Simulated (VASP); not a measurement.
A run of VASP 6.6.1 is set up as follows.

POSCAR

```
LiH
1.0
    0.0000000000      2.0324982387      2.0324982387
    2.0324982387      0.0000000000      2.0324982387
    2.0324982387      2.0324982387      0.0000000000
Li H
1 1
Direct
    0.0000000000      0.0000000000      0.0000000000
    0.5000000000      0.5000000000      0.5000000000
```

INCAR.step1

```
SYSTEM = LiH
ALGO     = Normal         ! electronic algorithm
EDIFF    = 1E-4           ! SCF threshold, eV
ENCUT    = 520            ! plane-wave cutoff, eV
GGA      = PE             ! functional
ISMEAR   = 0              ! smearing method
LASPH    = .TRUE.         ! aspherical terms in the spheres
LCHARG   = .FALSE.        ! write CHGCAR
LREAL    = .FALSE.        ! projectors in reciprocal space
LWAVE    = .TRUE.         ! write WAVECAR
NBANDS   = 9              ! bands
NELM     = 60             ! most SCF steps
PREC     = Accurate       ! precision mode
SIGMA    = 0.05           ! smearing width, eV
```

INCAR.step2

```
SYSTEM = LiH
ALGO     = Normal         ! electronic algorithm
EDIFF    = 1E-6           ! SCF threshold, eV
ENCUT    = 520            ! plane-wave cutoff, eV
ISIF     = 2              ! what is computed and relaxed
ISMEAR   = 0              ! smearing method
ISTART   = 1            
LASPH    = .TRUE.         ! aspherical terms in the spheres
LCHARG   = .FALSE.        ! write CHGCAR
LMIXTAU  = .TRUE.       
LREAL    = .FALSE.        ! projectors in reciprocal space
LWAVE    = .FALSE.        ! write WAVECAR
METAGGA  = R2SCAN         ! meta-GGA
NBANDS   = 9              ! bands
NELM     = 60             ! most SCF steps
PREC     = Accurate       ! precision mode
SIGMA    = 0.05           ! smearing width, eV
```

The input KPOINTS:

```
k-points
0
G
  14 14 14
  0 0 0
```

Potentials or basis: VASP PAW PBE potentials, release 64 (Li_sv, H).

Run with:

```sh
$ cat potpaw_PBE.64/Li_sv/POTCAR potpaw_PBE.64/H/POTCAR > POTCAR
$ cp INCAR.step1 INCAR
$ mpirun -np 1 vasp_std > vasp.out
$ cp INCAR.step2 INCAR
$ mpirun -np 1 vasp_std > vasp.out
```

(1) What does it give for the band gap on the k mesh?

Answers

(1) 3.60 eV, direct.
